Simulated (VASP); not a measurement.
## Cd3AgF: single point with PBE

The system is Cd3AgF.

```xyz
5
Lattice="3.2983 -3.4411 0.0000 3.2983 3.4411 0.0000 0.0000 0.0000 4.5394" Properties=species:S:1:pos:R:3 pbc="T T T"
Cd    1.5000    0.0000    2.2697
Cd    5.0966    0.0000    2.2697
Cd    0.0000    0.0000    0.0000
Ag    3.2983    0.0000    0.0000
F     0.0000    0.0000    2.2697
```

The cell was generated, and may not be a known phase.

```
Program                : VASP 6.6.1
Task                   : single point
Functional             : PBE
Potentials or basis    : VASP PAW PBE potentials, release 64 (Cd_sv_GW, Ag_sv_GW, F)
Cutoff                 : 700 eV
k mesh                 : 4 × 4 × 4
Occupations            : gaussian, width 0.1 eV
Spin                   : collinear spin
Starting moments       : [0.0, 0.0, 0.0, 1.0, 0.0] μB
Dipole correction      : no
Further INCAR settings : ALGO = Normal; EDIFF = 1e-06; NBANDS = 55
```

```json
{"Pressure": "65.7 GPa", "Largest force": "38.738 eV/Å", "Band gap on the k mesh": "zero (filled and empty bands overlap)", "Net moment": "0.00 μB per cell", "Valence electrons inside the program's atomic spheres": "Cd 18.18, 17.75 (each value once); Ag 16.68; F 6.54"}
```

Forces in eV/Å, atoms in the order of the input:
```
Cd   38.738   0.000   0.000
Cd  -38.738   0.000   0.000
Cd    0.000   0.000   0.000
Ag    0.000   0.000   0.000
F     0.000   0.000   0.000
```

Stress tensor (GPa, compression positive):
```
172.11   0.00   0.00
  0.00  -3.11   0.00
  0.00   0.00  28.06
```

Levels at points of the mesh, in eV from the Fermi level:
Spin up:
```csv
k point,band 41,band 42,band 43,band 44,band 45,band 46
"(0.00, 0.00, 0.00)",-4.16,0.45,0.79,1.15,1.18,1.81
"(0.50, 0.00, 0.00)",-3.81,-3.20,1.32,2.44,2.66,2.66
"(0.50, 0.50, 0.00)",-2.90,-1.76,-1.65,-0.63,3.26,4.66
"(0.00, 0.00, 0.50)",-4.13,-3.49,0.14,1.40,2.20,2.73
"(0.50, 0.00, 0.50)",-2.83,-2.73,-2.45,-0.68,3.28,4.42
"(0.50, 0.50, 0.50)",-2.08,-1.68,-1.44,-0.14,-0.03,0.72
```
Spin down:
```tsv
k point	band 39	band 40	band 41	band 42	band 43	band 44	band 45	band 46	band 47	band 48
(0.00, 0.00, 0.00)	-4.33	-4.18	-4.16	0.45	0.79	1.15	1.18	1.81	3.65	6.05
(0.50, 0.00, 0.00)	-4.19	-4.13	-3.81	-3.20	1.32	2.44	2.66	2.66	3.33	3.98
(0.50, 0.50, 0.00)	-4.19	-4.14	-2.90	-1.76	-1.65	-0.63	3.26	4.66	4.75	5.15
(0.00, 0.00, 0.50)	-4.15	-4.14	-4.13	-3.49	0.14	1.40	2.20	2.73	3.68	4.38
(0.50, 0.00, 0.50)	-4.28	-4.17	-2.83	-2.73	-2.45	-0.68	3.28	4.42	4.51	4.54
(0.50, 0.50, 0.50)	-4.12	-4.10	-2.08	-1.68	-1.44	-0.14	-0.03	0.72	1.52	2.13
```

Run time: 4.7 min on 1 thread of Intel(R) Xeon(R) 6975P-C (Granite Rapids) (shared host), peak memory 0.52 GiB.

Caveat: the stress differs along the axes, from -3 to 172 GPa; forces of over 1 eV/Å act on the atoms, so gaps and moduli don't describe the material at rest.
